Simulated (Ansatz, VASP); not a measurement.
## One calculation of Sn, two programs

```
Sn
1.0
     5.65818    0.00000    0.00000
    -2.82909    4.90013    0.00000
     0.00000    0.00000    3.45231
Sn
3
Direct
  0.00000 0.00000 0.00000
  0.33333 0.66667 0.50000
  0.66667 0.33333 0.50000
```

Alike in both runs: task single point; functional revPBE; k mesh 8 × 8 × 11; occupations fermi-dirac, width 0.1 eV; no spin polarisation.

|  | VASP | Ansatz |
| --- | --- | --- |
| version | VASP 6.6.1 | Ansatz 0.2.0 |
| potentials or method | VASP PAW PBE potentials, release 64 (Sn_d), cutoff 520 eV | plane waves (420 eV) with PAW, scalar-relativistic |
| valence electrons in the cell | 42 | 42 |

```csv
,VASP,Ansatz,Ansatz less VASP
pressure (GPa),-3.6,-3.5,+0.03
"traceless stress, the component that is largest in VASP (GPa)",-0.89,-0.88,0.000
```

VASP's potentials were made for PBE, not for revPBE. The functional is the same, so the differences come from potentials, cutoffs and numerics.
